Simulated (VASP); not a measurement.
The system is Os.

```
Os
1.0
     4.30523    0.00000    0.00000
    -2.15261    3.72844    0.00000
     0.00000    0.00000    2.66924
Os
3
Direct
  0.00000 0.00000 0.00000
  0.33333 0.66667 0.50000
  0.66667 0.33333 0.50000
```

This isn't the form of Os at room conditions, which is hcp.

* Program: VASP 6.6.1
* Task: relaxation of cell and atoms
* Functional: PBE
* Potentials or basis: VASP PAW PBE potentials, release 64 (Os)
* Cutoff: 600 eV
* k mesh: 9 × 9 × 13
* Occupations: fermi-dirac, width 0.1 eV
* Spin: no spin polarisation

At the start: pressure 10.6 GPa; volume 14.28 Å³/atom.

Problem. Where does the relaxation end?

Solution. Over 10 steps the energy falls by 16.5 meV/atom and the volume is 14.68 Å³/atom (+2.8 %); space group P6/mmm (No. 191, to 0.1 Å) before and after.

Step by step:
| step | energy change (eV) | largest force (eV/Å) | pressure (GPa) | volume (Å³) |
| --- | --- | --- | --- | --- |
| 1 | 0.0000 | 0.0000 | 10.59 | 42.85 |
| 2 | 0.4719 | 0.0000 | -30.21 | 48.95 |
| 3 | -0.0456 | 0.0000 | -1.39 | 44.17 |
| 4 | -0.0457 | 0.0000 | -0.87 | 44.11 |
| 5 | -0.0431 | 0.0000 | 1.40 | 43.93 |
| 6 | -0.0495 | 0.0000 | 0.05 | 44.03 |
| 7 | -0.0495 | 0.0000 | 0.03 | 44.03 |
| 8 | -0.0495 | 0.0000 | -0.11 | 44.05 |
| 9 | -0.0495 | 0.0000 | 0.00 | 44.03 |
| 10 | -0.0495 | 0.0000 | -0.02 | 44.04 |

Final structure:
```
Os
1.0
     4.32192    0.00000    0.00000
    -2.16096    3.74289    0.00000
     0.00000    0.00000    2.72224
Os
3
Direct
  0.00000 0.00000 0.00000
  0.33333 0.66667 0.50000
  0.66667 0.33333 0.50000
```
